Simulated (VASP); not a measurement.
# Zr2SiC2 (P-3m1) in VASP: relaxation of cell and atoms with PBE

Aim: the relaxation of cell and atoms of Zr2SiC2 with PBE.

Everything below comes from runs of VASP 6.6.1. Logs are shortened: lines on timing, memory, paths and dates and some standing lists are left out, and cuts for length are marked.

### Step 1. The cell of the first run

The structure is trigonal, space group P-3m1 (No. 164). The conventional cell has a = 4.080 Å, b = 4.080 Å, c = 5.846 Å, α = 90.00°, β = 90.00°, γ = 120.00°. Zr (site symmetry 3m) has 3 Si at 2.36 Å and 3 Zr at 2.36 Å and 6 C at 2.69 to 2.73 Å within 3.1 Å. Si (site symmetry -3m) has 2 C at 1.34 Å within 1.8 Å. C (site symmetry 3m) has 1 Si at 1.34 Å within 1.8 Å.

The cell was generated, and may not be a known phase.

### Step 2. Relaxation of cell and atoms, PBE

Input file INCAR:

```
ALGO = Normal ; EDIFF = 1E-6
EDIFFG = -0.04 ; ENCUT = 600
GGA = PE ; IBRION = 2
ISIF = 3 ; ISMEAR = 0
LASPH = T ; LCHARG = F
LREAL = F ; LWAVE = F
NELM = 60 ; NSW = 90
PREC = Accurate ; SIGMA = 0.1
```

Input file KPOINTS:

```
k-points
0
Gamma
  6 6 4
```

Input file POSCAR:

```
Zr2SiC2
1.0
    4.0796758300      0.0000000000      0.0000000000
   -2.0398379200      3.5331029100      0.0000000000
    0.0000000000      0.0000000000      5.8459764100
Zr Si C
2 1 2
Direct
    0.3333333300      0.6666666700      0.4922823800
    0.6666666700      0.3333333300      0.5077176200
    0.0000000000      0.0000000000      0.5000000000
    0.0000000000      0.0000000000      0.7293252200
    0.0000000000      0.0000000000      0.2706747800
```

Potentials or basis: VASP PAW PBE potentials, release 64 (Zr_sv, Si, C).

Launch:

```sh
cat potpaw_PBE.64/Zr_sv/POTCAR potpaw_PBE.64/Si/POTCAR potpaw_PBE.64/C/POTCAR > POTCAR
mpirun -np 1 vasp_std > vasp.out
```

OUTCAR:

```text
EDIFF = 1E-6
   EDIFFG = -0.04
   ENCUT = 600
   GGA = PE
   IBRION = 2
   ISIF = 3
   ISMEAR = 0
   LASPH = T
   LREAL = F
   NELM = 60
   NSW = 90
   PREC = Accurate

 ion  position               nearest neighbor table
   1  0.333  0.667  0.492-   3 2.36   3 2.36   3 2.36   2 2.36   2 2.36   2 2.36   5 2.69   5 2.69
                             5 2.69   4 2.73   4 2.73   4 2.73
   2  0.667  0.333  0.508-   3 2.36   3 2.36   3 2.36   1 2.36   1 2.36   1 2.36   4 2.69   4 2.69
                             4 2.69   5 2.73   5 2.73   5 2.73
   3  0.000  0.000  0.500-   4 1.34   5 1.34   1 2.36   2 2.36   2 2.36   1 2.36   2 2.36   1 2.36

   4  0.000  0.000  0.729-   3 1.34   2 2.69   2 2.69   2 2.69   1 2.73   1 2.73   1 2.73
   5  0.000  0.000  0.271-   3 1.34   1 2.69   1 2.69   1 2.69   2 2.73   2 2.73   2 2.73

  LATTYP: Found a hexagonal cell.
 ALAT       =     4.0796758300
 C/A-ratio  =     1.4329512083

  Lattice vectors:

 A1 = (   4.0796758300,   0.0000000000,   0.0000000000)
 A2 = (  -2.0398379200,   3.5331029100,   0.0000000000)
 A3 = (   0.0000000000,   0.0000000000,   5.8459764100)

Analysis of symmetry for initial positions (statically):
=====================================================================
 Subroutine PRICEL returns:
 Original cell was already a primitive cell.

 Routine SETGRP: Setting up the symmetry group for a
 hexagonal supercell.

 Subroutine GETGRP returns: Found 12 space group operations
 (whereof 12 operations were pure point group operations)
 out of a pool of 24 trial point group operations.

The static configuration has the point symmetry D_3d.

Analysis of symmetry for dynamics (positions and initial velocities):
=====================================================================
 Subroutine PRICEL returns:
 Original cell was already a primitive cell.

 Routine SETGRP: Setting up the symmetry group for a
 hexagonal supercell.

 Subroutine GETGRP returns: Found 12 space group operations
 (whereof 12 operations were pure point group operations)
 out of a pool of 24 trial point group operations.

The dynamic configuration has the point symmetry D_3d.

 Subroutine INISYM returns: Found 12 space group operations
 (whereof 12 operations are pure point group operations),
 and found     1 'primitive' translations

----------------------------------------------------------------------------------------

                                     Primitive cell

  volume of cell :      84.2634

  direct lattice vectors                    reciprocal lattice vectors
     4.079675830  0.000000000  0.000000000     0.245117515  0.141518663  0.000000000
    -2.039837920  3.533102910  0.000000000     0.000000000  0.283037326  0.000000000
     0.000000000  0.000000000  5.845976410     0.000000000  0.000000000  0.171057823

  length of vectors
     4.079675830  4.079675834  5.845976410     0.283037326  0.283037326  0.171057823

  position of ions in fractional coordinates (direct lattice)
     0.333333330  0.666666670  0.492282380
     0.666666670  0.333333330  0.507717620
     0.000000000  0.000000000  0.500000000
     0.000000000  0.000000000  0.729325220
     0.000000000  0.000000000  0.270674780

  ion indices of the primitive-cell ions
   primitive index   ion index
                 1           1
                 2           2
                 3           3
                 4           4
                 5           5

----------------------------------------------------------------------------------------

 KPOINTS: k-points

Automatic generation of k-mesh.
 Grid dimensions read from file:
 generate k-points for:    6    6    4

 Generating k-lattice:

  Cartesian coordinates                     Fractional coordinates (reciprocal lattice)
     0.040852919  0.023586444  0.000000000     0.166666667  0.000000000  0.000000000
     0.000000000  0.047172888  0.000000000     0.000000000  0.166666667  0.000000000
     0.000000000  0.000000000  0.042764456     0.000000000  0.000000000  0.250000000

  Length of vectors
     0.047172888  0.047172888  0.042764456

  Shift w.r.t. Gamma in fractional coordinates (k-lattice)
     0.000000000  0.000000000  0.000000000

 Subroutine IBZKPT returns following result:
 ===========================================

 Found     24 irreducible k-points:

 Following reciprocal coordinates:
            Coordinates               Weight
  0.000000  0.000000  0.000000      1.000000
  0.166667 -0.000000  0.000000      6.000000
  0.333333 -0.000000  0.000000      6.000000
  0.500000  0.000000  0.000000      3.000000
  0.166667  0.166667  0.000000      6.000000
  0.333333  0.166667  0.000000     12.000000
[... 16 lines left out ...]
  0.333333  0.166667  0.500000     12.000000
  0.333333  0.333333  0.500000      2.000000
   k-points           NKPTS =     24   k-points in BZ     NKDIM =     24   number of bands    NBANDS=     22
   number of dos      NEDOS =    301   number of ions     NIONS =      5
   total plane-waves  NPLWV =  62208
   dimension x,y,z NGX =    36 NGY =   36 NGZ =   48
   dimension x,y,z NGXF=    72 NGYF=   72 NGZF=   96
   ions per type =               2   1   2
   NGX,Y,Z   is equivalent  to a cutoff of  14.67, 14.67, 13.65 a.u.
   NGXF,Y,Z  is equivalent  to a cutoff of  29.34, 29.34, 27.30 a.u.
 SYSTEM =  unknown system
   PREC   = accura    normal or accurate (medium, high low for compatibility)
   ISTART =      0    job   : 0-new  1-cont  2-samecut
   ICHARG =      2    charge: 1-file 2-atom 10-const
   ISPIN  =      1    spin polarized calculation?
   LNONCOLLINEAR =      F non collinear calculations
   LSORBIT =      F    spin-orbit coupling
   LASPH  =      T    aspherical Exc in radial PAW
   ENCUT  =  600.0 eV  44.10 Ry    6.64 a.u.   8.15  8.15 11.68*2*pi/ulx,y,z
   NELM   =     60;   NELMIN=  2; NELMDL= -5     # of ELM steps
   EDIFF  = 0.1E-05   stopping-criterion for ELM
   LREAL  =      F    real-space projection
   EDIFFG = -.4E-01   stopping-criterion for IOM
   NSW    =     90    number of steps for IOM
   IBRION =      2    ionic relax: 0-MD 1-quasi-New 2-CG
   NFREE  =      1    steps in history (QN), initial steepest desc. (CG)
   ISIF   =      3    stress and relaxation
   ISYM   =      2    0-nonsym 1-usesym 2-fastsym
   POTIM  = 0.5000    time-step for ionic-motion
   TEBEG  =    0.0;   TEEND  =   0.0 temperature during run
   PSTRESS=    0.0 pullay stress
   NELECT =      36.0000    total number of electrons
   NUPDOWN=      -1.0000    fix difference up-down
   EMIN   =  10.00;   EMAX   =-10.00  energy-range for DOS
   EFERMI =   0.00;   METHOD = LEGACY
   ISMEAR =     0;   SIGMA  =   0.10  broadening in eV -4-tet -1-fermi 0-gaus
   EFERMI_NEDOS =   21; number of points for ismear=-14 and -15
   IALGO  =     38    algorithm
   IMIX   =      4    mixing-type and parameters
     AMIX     =   0.40;   BMIX     =  1.00
     AMIX_MAG =   1.60;   BMIX_MAG =  1.00
  volume/ion in A,a.u.               =      16.85       113.73
  Fermi-wavevector in a.u.,A,eV,Ry     =   1.232999  2.330030 20.684748  1.520286
  Thomas-Fermi vector in A             =   2.367747
   LORBIT       =      0    0 simple, 1 ext, 2 COOP (PROOUT), +10 PAW based schemes
   GGA     = PE    functional components
   LHFCALC =     F    Hartree Fock is set to
   AEXX    =    0.0000 exact exchange contribution
   IVDW    =     0    specifies the selected vdW correction
   LEPSILON=     F    determine dielectric tensor
   LRPA    =     F    only Hartree local field effects (RPA)
 conjugate gradient relaxation of ions
 non-spin polarized calculation
 Gauss-broadening in eV      SIGMA  =   0.10
  energy-cutoff  :      600.00
  volume of cell :       84.26
 maximum number of plane-waves:      2828
 NGX is ok and might be reduce to    36
   NGX = 17   NGY = 17   NGZ = 23

--------------------------------------- Ionic step        1  -------------------------------------------

 number of electron      36.0000000 magnetization

 Free energy of the ion-electron system (eV)
  ---------------------------------------------------
  ext. energy  EPLUGINS =         0.00000000
  ---------------------------------------------------
  free energy    TOTEN  =       -15.77435425 eV

  energy without entropy =      -15.75378958  energy(sigma->0) =      -15.76407192

------------------------ aborting loop because EDIFF is reached ----------------------------------------

  FORCE on cell =-STRESS in cart. coord.  units (eV):
  Direction    XX          YY          ZZ          XY          YZ          ZX
  --------------------------------------------------------------------------------------
  -------------------------------------------------------------------------------------
  Total       31.7149107     31.7149107     80.6410200     -0.0000000     -0.0000000     -0.0000000
  in kB      603.0246614    603.0246621   1533.3016161     -0.0000009     -0.0000000     -0.0000000
  external PRESSURE =     913.1169799 kB  Pullay stress =       0.0000000 kB
[... 26 lines left out ...]
--------------------------------------- Ionic step        2  -------------------------------------------

 number of electron      35.9999974 magnetization

 E-fermi :  -0.0652     XC(G=0):  -5.3358

 val. band max:       -0.0698531802   @ k =   0.1667  -0.0000   0.0000
 cond. band min:      -0.0557924967   @ k =   0.3333   0.3333   0.5000
 fundamental gap:      0.0140606835
 Fermi energy:        -0.0652149583

 k-point     1 :       0.0000    0.0000    0.0000
  band No.  band energies     occupation
      1     -49.5603      2.00000
      2     -49.4578      2.00000
      3     -27.7710      2.00000
      4     -27.6727      2.00000
      5     -27.6511      2.00000
      6     -27.6511      2.00000
[... 660 lines left out ...]
  FREE ENERGIE OF THE ION-ELECTRON SYSTEM (eV)
  ---------------------------------------------------
  free  energy   TOTEN  =       -27.3297227488 eV

  energy  without entropy=      -27.3117464273  energy(sigma->0) =      -27.32073459

 E-fermi :   3.3597     XC(G=0):  -8.3256

 val. band max:        3.3523777665   @ k =   0.3333   0.3333   0.0000
 cond. band min:       3.3692429728   @ k =   0.3333  -0.0000   0.0000
 fundamental gap:      0.0168652063
 Fermi energy:         3.3597163752

 k-point     1 :       0.0000    0.0000    0.0000
  band No.  band energies     occupation
      1     -45.7897      2.00000
      2     -45.5002      2.00000
      3     -24.1846      2.00000
      4     -24.1846      2.00000
      5     -23.9670      2.00000
      6     -23.7000      2.00000
[... 589 lines left out ...]
     21       4.1639      0.00000
     22       4.1639      0.00000

[... ionic steps 4 to 27 ...]

--------------------------------------- Ionic step       28  -------------------------------------------

 number of electron      35.9999999 magnetization

------------------------ aborting loop because EDIFF is reached ----------------------------------------
[... 73 lines left out ...]
--------------------------------------- Ionic step       30  -------------------------------------------

 number of electron      35.9999999 magnetization

 Free energy of the ion-electron system (eV)
  ---------------------------------------------------
  ext. energy  EPLUGINS =         0.00000000
  ---------------------------------------------------
  free energy    TOTEN  =       -34.65246055 eV

  energy without entropy =      -34.64107720  energy(sigma->0) =      -34.64676888

 E-fermi :   5.8044     XC(G=0):  -9.4460

 val. band max:        5.7190403177   @ k =   0.3333  -0.0000   0.5000
 cond. band min:       5.8070334568   @ k =   0.5000   0.0000   0.0000
 fundamental gap:      0.0879931390
 Fermi energy:         5.8044287836

 k-point     1 :       0.0000    0.0000    0.0000
  band No.  band energies     occupation
      1     -43.1148      2.00000
      2     -42.7348      2.00000
      3     -21.6396      2.00000
      4     -21.6396      2.00000
      5     -21.3022      2.00000
      6     -20.9548      2.00000
[... 621 lines left out ...]
  FREE ENERGIE OF THE ION-ELECTRON SYSTEM (eV)
  ---------------------------------------------------
  free  energy   TOTEN  =       -34.6524605534 eV

  energy  without entropy=      -34.6410771985  energy(sigma->0) =      -34.64676888

 reached required accuracy - stopping structural energy minimisation
```

Run time: 25 min. Hardware: 1 thread of Intel Xeon Platinum 8259CL at 2.50GHz (Skylake/Cascade Lake), shared host; peak memory 0.29 GiB.

What came out:

* Free energy: -34.6525 eV
* Relaxed volume: 19.90 Å³/atom
* Relaxed cell: a = 4.766 Å, b = 4.766 Å, c = 5.057 Å, α = 90.00°, β = 90.00°, γ = 120.00°
* Space group after relaxing (to 0.1 Å): P6/mmm (No. 191)
* Pressure after relaxing: 0.1 GPa
* Largest force after relaxing: 0.033 eV/Å
* Band gap on the k mesh: zero (bands 18 and 19 overlap by 0.47 eV)

Forces on the atoms (eV/Å):
```
Zr   0.000  0.000  0.033
Zr   0.000  0.000 -0.033
Si   0.000  0.000  0.000
C    0.000  0.000  0.030
C    0.000  0.000 -0.030
```

Stress tensor (GPa, compression positive):
```
0.01 0.00 0.00
0.00 0.01 0.00
0.00 0.00 0.14
```

Final structure:
```
Zr Si C
1.0
     4.76594    0.00000    0.00000
    -2.38297    4.12742    0.00000
     0.00000    0.00000    5.05721
Zr Si C
2 1 2
Direct
  0.33333 0.66667 0.49912
  0.66667 0.33333 0.50088
  0.00000 0.00000 0.50000
  0.00000 0.00000 0.87100
  0.00000 0.00000 0.12900
```

Caveat: the volume moved by over 15 % at a fixed basis, so the end points are rough.

The gap in the log of VASP goes by the Fermi energy; the results here count the filled bands.